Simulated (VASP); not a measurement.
SnTe: single point with PBE

The system is SnTe.

```
CELL_PARAMETERS angstrom
0.00000 3.15650 3.15650
3.15650 0.00000 3.15650
3.15650 3.15650 0.00000
ATOMIC_POSITIONS crystal
Sn 0.50000 0.50000 0.50000
Te 0.00000 0.00000 0.00000
```

```json
{
  "Program": "VASP 6.6.1",
  "Task": "single point",
  "Functional": "PBE",
  "Potentials or basis": "VASP PAW PBE potentials, release 64 (Sn_d, Te)",
  "Cutoff": "520 eV",
  "k mesh": "6 × 6 × 6",
  "Occupations": "gaussian, width 0.05 eV",
  "Spin": "no spin polarisation"
}
```

```json
{"Pressure": "2.0 GPa", "Band gap on the k mesh": "0.08 eV, direct"}
```

Levels at points of the mesh, in eV from the valence-band top:
| k point | band 7 | band 8 | band 9 | band 10 | band 11 | band 12 | band 13 | band 14 |
| --- | --- | --- | --- | --- | --- | --- | --- | --- |
| (0.00, 0.00, 0.00) | -4.72 | -2.14 | -2.14 | -2.14 | 3.32 | 3.32 | 3.32 | 4.75 |
| (0.50, 0.00, 0.00) | -8.32 | -1.81 | -1.81 | 0.00 | 0.08 | 0.36 | 0.36 | 7.75 |
| (0.50, 0.50, 0.00) | -6.48 | -5.55 | -3.73 | -3.73 | 2.18 | 4.89 | 4.89 | 6.34 |

Run time: 26 s on 1 thread of Intel(R) Xeon(R) Platinum 8375C CPU @ 2.90GHz (Ice Lake), on a shared host, peak memory 0.2 GiB.

Caveat: spin-orbit coupling is left out, which moves the levels of the heavy elements. A k mesh can miss the band edges.
